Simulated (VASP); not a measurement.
# Pt (Fm-3m) in VASP: notebook

The runs below take Pt through single point, relaxation of cell and atoms, with LDA.

Program: VASP 6.6.1. These are calculated values, not measurements. Logs are shortened: lines on timing, memory, paths and dates and some standing lists are left out, and cuts for length are marked.

### 1 The cell of the first run

Symmetry: Fm-3m, No. 225, cubic system. Conventional cell: a = 3.894 Å, b = 3.894 Å, c = 3.894 Å, α = 90.00°, β = 90.00°, γ = 90.00°. Pt (site symmetry m-3m) has 12 Pt at 2.75 Å within 3.6 Å.

### 2 Single point, LDA

INCAR reads:

```
  PREC = Accurate
  ENCUT = 520
  EDIFF = 1E-6
  ISMEAR = 0
  SIGMA = 0.1
  LREAL = F
  LASPH = T
  NELM = 60
  ALGO = Normal
  ISIF = 2
  LWAVE = F
  LCHARG = F
  GGA = CA
  NBANDS = 11
```

KPOINTS reads:

```
regular mesh
0
Gamma
  18 18 18
```

POSCAR reads:

```
Pt
1.0
    0.0000000000      1.9468212131      1.9468212131
    1.9468212131      0.0000000000      1.9468212131
    1.9468212131      1.9468212131      0.0000000000
Pt
1
Direct
    0.0000000000      0.0000000000      0.0000000000
```

Potentials or basis: VASP PAW LDA potentials, release 64 (Pt).

The run is started by

```console
cat potpaw_LDA.64/Pt/POTCAR > POTCAR
mpirun -np 1 vasp_std > vasp.out
```

OUTCAR:

```text
PREC = Accurate
   ENCUT = 520
   EDIFF = 1E-6
   ISMEAR = 0
   LREAL = F
   LASPH = T
   NELM = 60
   ISIF = 2
   GGA = CA

 ion  position               nearest neighbor table
   1  0.000  0.000  0.000-

  LATTYP: Found a face centered cubic cell.
 ALAT       =     3.8936424262

  Lattice vectors:

 A1 = (   0.0000000000,   1.9468212131,   1.9468212131)
 A2 = (   1.9468212131,   0.0000000000,   1.9468212131)
 A3 = (   1.9468212131,   1.9468212131,   0.0000000000)

Analysis of symmetry for initial positions (statically):
=====================================================================
 Subroutine PRICEL returns:
 Original cell was already a primitive cell.

 Routine SETGRP: Setting up the symmetry group for a
 face centered cubic supercell.

 Subroutine GETGRP returns: Found 48 space group operations
 (whereof 48 operations were pure point group operations)
 out of a pool of 48 trial point group operations.

The static configuration has the point symmetry O_h .

Analysis of symmetry for dynamics (positions and initial velocities):
=====================================================================
 Subroutine PRICEL returns:
 Original cell was already a primitive cell.

 Routine SETGRP: Setting up the symmetry group for a
 face centered cubic supercell.

 Subroutine GETGRP returns: Found 48 space group operations
 (whereof 48 operations were pure point group operations)
 out of a pool of 48 trial point group operations.

The dynamic configuration has the point symmetry O_h .

 Subroutine INISYM returns: Found 48 space group operations
 (whereof 48 operations are pure point group operations),
 and found     1 'primitive' translations

----------------------------------------------------------------------------------------

                                     Primitive cell

  volume of cell :      14.7573

  direct lattice vectors                    reciprocal lattice vectors
     0.000000000  1.946821213  1.946821213    -0.256828925  0.256828925  0.256828925
     1.946821213  0.000000000  1.946821213     0.256828925 -0.256828925  0.256828925
     1.946821213  1.946821213  0.000000000     0.256828925  0.256828925 -0.256828925

  length of vectors
     2.753220963  2.753220963  2.753220963     0.444840748  0.444840748  0.444840748

  position of ions in fractional coordinates (direct lattice)
     0.000000000  0.000000000  0.000000000

  ion indices of the primitive-cell ions
   primitive index   ion index
                 1           1

----------------------------------------------------------------------------------------

 KPOINTS: regular mesh

Automatic generation of k-mesh.
 Grid dimensions read from file:
 generate k-points for:   18   18   18

 Generating k-lattice:

  Cartesian coordinates                     Fractional coordinates (reciprocal lattice)
    -0.014268274  0.014268274  0.014268274     0.055555556  0.000000000  0.000000000
     0.014268274 -0.014268274  0.014268274     0.000000000  0.055555556  0.000000000
     0.014268274  0.014268274 -0.014268274     0.000000000  0.000000000  0.055555556

  Length of vectors
     0.024713375  0.024713375  0.024713375

  Shift w.r.t. Gamma in fractional coordinates (k-lattice)
     0.000000000  0.000000000  0.000000000

 Subroutine IBZKPT returns following result:
 ===========================================

 Found    195 irreducible k-points:

 Following reciprocal coordinates:
            Coordinates               Weight
  0.000000  0.000000  0.000000      1.000000
  0.055556  0.000000  0.000000      8.000000
  0.111111  0.000000  0.000000      8.000000
  0.166667  0.000000  0.000000      8.000000
  0.222222  0.000000  0.000000      8.000000
  0.277778  0.000000  0.000000      8.000000
[... 16 lines left out ...]
 -0.277778  0.055556  0.000000     24.000000
 -0.222222  0.055556  0.000000     24.000000
 [... further k-points ...]
   k-points           NKPTS =    195   k-points in BZ     NKDIM =    195   number of bands    NBANDS=     11
   number of dos      NEDOS =    301   number of ions     NIONS =      1
   total plane-waves  NPLWV =   8000
   dimension x,y,z NGX =    20 NGY =   20 NGZ =   20
   dimension x,y,z NGXF=    40 NGYF=   40 NGZF=   40
   ions per type =               1
   NGX,Y,Z   is equivalent  to a cutoff of  12.08, 12.08, 12.08 a.u.
   NGXF,Y,Z  is equivalent  to a cutoff of  24.15, 24.15, 24.15 a.u.
 SYSTEM =  unknown system
   PREC   = accura    normal or accurate (medium, high low for compatibility)
   ISTART =      0    job   : 0-new  1-cont  2-samecut
   ICHARG =      2    charge: 1-file 2-atom 10-const
   ISPIN  =      1    spin polarized calculation?
   LNONCOLLINEAR =      F non collinear calculations
   LSORBIT =      F    spin-orbit coupling
   LASPH  =      T    aspherical Exc in radial PAW
   ENCUT  =  520.0 eV  38.22 Ry    6.18 a.u.   5.12  5.12  5.12*2*pi/ulx,y,z
   NELM   =     60;   NELMIN=  2; NELMDL= -5     # of ELM steps
   EDIFF  = 0.1E-05   stopping-criterion for ELM
   LREAL  =      F    real-space projection
   EDIFFG = 0.1E-04   stopping-criterion for IOM
   NSW    =      0    number of steps for IOM
   IBRION =     -1    ionic relax: 0-MD 1-quasi-New 2-CG
   NFREE  =      0    steps in history (QN), initial steepest desc. (CG)
   ISIF   =      2    stress and relaxation
   ISYM   =      2    0-nonsym 1-usesym 2-fastsym
   POTIM  = 0.5000    time-step for ionic-motion
   TEBEG  =    0.0;   TEEND  =   0.0 temperature during run
   PSTRESS=    0.0 pullay stress
   NELECT =      10.0000    total number of electrons
   NUPDOWN=      -1.0000    fix difference up-down
   EMIN   =  10.00;   EMAX   =-10.00  energy-range for DOS
   EFERMI =   0.00;   METHOD = LEGACY
   ISMEAR =     0;   SIGMA  =   0.10  broadening in eV -4-tet -1-fermi 0-gaus
   EFERMI_NEDOS =   21; number of points for ismear=-14 and -15
   IALGO  =     38    algorithm
   IMIX   =      4    mixing-type and parameters
     AMIX     =   0.40;   BMIX     =  1.00
     AMIX_MAG =   1.60;   BMIX_MAG =  1.00
  volume/ion in A,a.u.               =      14.76        99.59
  Fermi-wavevector in a.u.,A,eV,Ry     =   1.437933  2.717300 28.132118  2.067652
  Thomas-Fermi vector in A             =   2.556956
   LORBIT       =      0    0 simple, 1 ext, 2 COOP (PROOUT), +10 PAW based schemes
   GGA     = CA    functional components
   LHFCALC =     F    Hartree Fock is set to
   AEXX    =    0.0000 exact exchange contribution
   IVDW    =     0    specifies the selected vdW correction
   LEPSILON=     F    determine dielectric tensor
   LRPA    =     F    only Hartree local field effects (RPA)
 non-spin polarized calculation
 Gauss-broadening in eV      SIGMA  =   0.10
  energy-cutoff  :      520.00
  volume of cell :       14.76
 maximum number of plane-waves:       411
   NGX = 11   NGY = 11   NGZ = 11

 number of electron      10.0000000 magnetization

 Free energy of the ion-electron system (eV)
  ---------------------------------------------------
  ext. energy  EPLUGINS =         0.00000000
  ---------------------------------------------------
  free energy    TOTEN  =        -7.50701458 eV

  energy without entropy =       -7.49670697  energy(sigma->0) =       -7.50186077

 E-fermi :  11.5702     XC(G=0): -13.8139

 val. band max:       11.5655681612   @ k =  -0.3333   0.3889   0.1111
 cond. band min:      11.5814755431   @ k =   0.3889   0.2222   0.0000
 fundamental gap:      0.0159073819
 Fermi energy:        11.5702384898

 k-point     1 :       0.0000    0.0000    0.0000
  band No.  band energies     occupation
      1       1.0757      2.00000
      2       7.6106      2.00000
      3       7.6106      2.00000
      4       7.6106      2.00000
      5       9.8818      2.00000
      6       9.8818      2.00000
      7      26.1244      0.00000
      8      31.1690      0.00000
      9      31.1690      0.00000
     10      31.1690      0.00000
     11      36.7024      0.00000

 k-point     2 :       0.0556    0.0000    0.0000
  band No.  band energies     occupation
      1       1.2031      2.00000
      2       7.5521      2.00000
      3       7.6623      2.00000
      4       7.6623      2.00000
      5       9.8518      2.00000
      6       9.8518      2.00000
      7      26.3280      0.00000
      8      30.5108      0.00000
      9      31.3690      0.00000
     10      31.3690      0.00000
     11      37.4467      0.00000

 k-point     3 :       0.1111    0.0000    0.0000
  band No.  band energies     occupation
      1       1.5734      2.00000
      2       7.4023      2.00000
      3       7.7979      2.00000
      4       7.7979      2.00000
      5       9.7873      2.00000
      6       9.7873      2.00000
      7      26.8848      0.00000
      8      29.1234      0.00000
      9      31.9514      0.00000
     10      31.9514      0.00000
     11      38.3530      0.00000

 k-point     4 :       0.1667    0.0000    0.0000
  band No.  band energies     occupation
      1       2.1450      2.00000
      2       7.2357      2.00000
      3       7.9515      2.00000
      4       7.9515      2.00000
      5       9.7676      2.00000
      6       9.7676      2.00000
      7      27.5413      0.00000
      8      27.6017      0.00000
      9      32.8604      0.00000
     10      32.8604      0.00000
     11      36.7725      0.00000

 k-point     5 :       0.2222    0.0000    0.0000
  band No.  band energies     occupation
      1       2.8251      2.00000
      2       7.1806      2.00000
      3       8.0201      2.00000
      4       8.0201      2.00000
      5       9.9066      2.00000
      6       9.9066      2.00000
      7      25.8656      0.00000
      8      28.0417      0.00000
      9      33.9593      0.00000
     10      33.9593      0.00000
     11      35.3938      0.00000

 k-point     6 :       0.2778    0.0000    0.0000
  band No.  band energies     occupation
      1       3.4427      2.00000
      2       7.4276      2.00000
      3       7.9583      2.00000
      4       7.9583      2.00000
      5      10.2470      2.00000
      6      10.2470      2.00000
      7      24.0390      0.00000
      8      27.7329      0.00000
      9      34.4105      0.00000
     10      34.4105      0.00000
     11      35.4622      0.00000

 k-point     7 :       0.3333    0.0000    0.0000
  band No.  band energies     occupation
      1       3.8190      2.00000
      2       7.8231      2.00000
      3       7.8231      2.00000
      4       8.1448      2.00000
      5      10.7058      2.00000
      6      10.7058      2.00000
      7      22.0404      0.00000
      8      26.9681      0.00000
      9      33.1124      0.00000
     10      33.1124      0.00000
     11      36.7889      0.00000

 k-point     8 :       0.3889    0.0000    0.0000
  band No.  band energies     occupation
      1       3.9548      2.00000
      2       7.6854      2.00000
      3       7.6854      2.00000
      4       9.2612      2.00000
      5      11.1596      2.00000
      6      11.1596      2.00000
      7      20.0173      0.00000
      8      26.2767      0.00000
      9      31.7931      0.00000
     10      31.7931      0.00000
     11      38.7374      0.00000
[... 141 lines left out ...]
 k-point    19 :       0.5000    0.0556    0.0000
  band No.  band energies     occupation
      1       4.0774      2.00000
      2       7.4691      2.00000
      3       7.6461      2.00000
      4      10.1711      2.00000
      5      11.6228      0.45708
      6      12.4090      0.00000
      7      17.6154      0.00000
      8      25.9038      0.00000
      9      30.4132      0.00000
     10      30.4538      0.00000
     11      40.0902      0.00000

 k-point    20 :      -0.4444    0.0556    0.0000
  band No.  band energies     occupation
      1       4.0798      2.00000
      2       7.4930      2.00000
      3       7.6455      2.00000
      4      10.0851      2.00000
      5      11.4592      1.88370
      6      12.3619      0.00000
      7      17.8908      0.00000
      8      25.9506      0.00000
      9      30.2113      0.00000
     10      30.8627      0.00000
     11      39.7256      0.00000

 k-point    21 :      -0.3889    0.0556    0.0000
  band No.  band energies     occupation
      1       4.0757      2.00000
      2       7.5851      2.00000
      3       7.7135      2.00000
      4       9.3024      2.00000
      5      11.0843      2.00000
      6      11.8865      0.00001
      7      19.4047      0.00000
      8      26.2752      0.00000
      9      30.5651      0.00000
     10      31.8466      0.00000
     11      38.3155      0.00000

 k-point    22 :      -0.3333    0.0556    0.0000
  band No.  band energies     occupation
      1       3.9961      2.00000
      2       7.7202      2.00000
      3       7.8384      2.00000
      4       8.2780      2.00000
      5      10.5845      2.00000
      6      11.3612      1.99689
      7      21.3972      0.00000
      8      26.8660      0.00000
      9      31.3567      0.00000
     10      33.3267      0.00000
     11      36.5328      0.00000

 k-point    23 :      -0.2778    0.0556    0.0000
  band No.  band energies     occupation
      1       3.7115      2.00000
      2       7.4467      2.00000
      3       7.9118      2.00000
      4       7.9880      2.00000
      5      10.0697      2.00000
      6      10.8365      2.00000
      7      23.4543      0.00000
      8      27.6264      0.00000
      9      32.3277      0.00000
     10      34.8703      0.00000
     11      35.1977      0.00000

 k-point    24 :      -0.2222    0.0556    0.0000
  band No.  band energies     occupation
      1       3.1564      2.00000
      2       7.1045      2.00000
      3       8.0231      2.00000
      4       8.0922      2.00000
      5       9.6670      2.00000
      6      10.3792      2.00000
      7      25.3580      0.00000
      8      28.1618      0.00000
      9      32.8149      0.00000
     10      34.1754      0.00000
     11      35.4375      0.00000

 [... further k-points ...]
[... 5 lines left out ...]
  --------------------------------------------------------------------------------------
  -------------------------------------------------------------------------------------
  Total        0.0724972      0.0724972      0.0724972      0.0000000      0.0000000      0.0000000
  in kB        7.8708896      7.8708896      7.8708896      0.0000000      0.0000000      0.0000000
  external PRESSURE =       7.8708896 kB  Pullay stress =       0.0000000 kB

 VOLUME and BASIS-vectors are now :
 -----------------------------------------------------------------------------
  energy-cutoff  :      520.00
  volume of cell :       14.76
      direct lattice vectors                 reciprocal lattice vectors
     0.000000000  1.946821213  1.946821213    -0.256828925  0.256828925  0.256828925
     1.946821213  0.000000000  1.946821213     0.256828925 -0.256828925  0.256828925
     1.946821213  1.946821213  0.000000000     0.256828925  0.256828925 -0.256828925

 POSITION                                       TOTAL-FORCE (eV/Angst)
 -----------------------------------------------------------------------------------
      0.00000      0.00000      0.00000        -0.000000     -0.000000     -0.000000
 -----------------------------------------------------------------------------------
    total drift:                                0.000000     -0.000000     -0.000000

  FREE ENERGIE OF THE ION-ELECTRON SYSTEM (eV)
  ---------------------------------------------------
  free  energy   TOTEN  =        -7.5070145782 eV

  energy  without entropy=       -7.4967069699  energy(sigma->0) =       -7.50186077
```

Run time: 24 s. Hardware: 1 thread of Intel Xeon 8259CL, shared host; peak memory 0.14 GiB.

Results:

```yaml
Free_energy: -7.5070 eV
Pressure: 0.8 GPa
Band_gap_on_the_k_mesh: zero (bands 5 and 6 overlap by 2.32 eV)
```

Levels at points of the mesh, in eV from the Fermi level:
```tsv
k point	band 1	band 2	band 3	band 4	band 5	band 6	band 7	band 8	band 9	band 10
(0.00, 0.00, 0.00)	-10.49	-3.96	-3.96	-3.96	-1.69	-1.69	14.55	19.60	19.60	19.60
(0.50, 0.00, 0.00)	-7.60	-4.02	-4.02	-0.57	0.05	0.05	5.99	14.13	19.04	19.04
(0.50, 0.50, 0.00)	-7.35	-6.89	0.03	0.51	0.51	1.72	9.10	11.40	11.40	20.47
```

Caveat: spin-orbit coupling is left out, which moves the levels of the heavy elements.

### 3 Single point, LDA

This run uses another cell than the first one, of 14.80 Å³/atom.

INCAR reads:

```
SYSTEM = Pt
  PREC = Accurate
  ENCUT = 520
  EDIFF = 1E-7
  ISMEAR = -1
  SIGMA = 0.15
  LREAL = .False.
  LASPH = .True.
  NELM = 100
  ALGO = Normal
  ISIF = 2
  LWAVE = .False.
  LCHARG = .False.
  GGA = CA
  NBANDS = 11
```

KPOINTS reads:

```
regular mesh
0
Gamma
  18 18 18
  0 0 0
```

POSCAR reads:

```
Pt
1.0
    0.0000000000      1.9485706507      1.9485706507
    1.9485706507      0.0000000000      1.9485706507
    1.9485706507      1.9485706507      0.0000000000
Pt
1
Direct
    0.0000000000      0.0000000000      0.0000000000
```

Potentials or basis: VASP PAW LDA potentials, release 64 (Pt).

The run is started by

```console
cat potpaw_LDA.64/Pt/POTCAR > POTCAR
mpirun -np 1 vasp_std > vasp.out
```

Wall time 25 s (1 thread of Intel Xeon 8259CL, shared host); peak memory 0.14 GiB.

Results (log left out):

* Free energy: -7.5646 eV
* Pressure: 0.8 GPa
* Band gap on the k mesh: zero (bands 5 and 6 overlap by 2.31 eV)

Levels at points of the mesh, in eV from the Fermi level:
| k point | band 3 | band 4 | band 5 | band 6 | band 7 | band 8 |
| --- | --- | --- | --- | --- | --- | --- |
| (0.00, 0.00, 0.00) | -3.96 | -3.96 | -1.70 | -1.70 | 14.55 | 19.57 |
| (0.50, 0.00, 0.00) | -4.02 | -0.58 | 0.03 | 0.03 | 5.96 | 14.12 |
| (0.50, 0.50, 0.00) | 0.01 | 0.49 | 0.49 | 1.71 | 9.05 | 11.38 |

Caveat: spin-orbit coupling is left out, which moves the levels of the heavy elements.

[end of part 1 of 2]
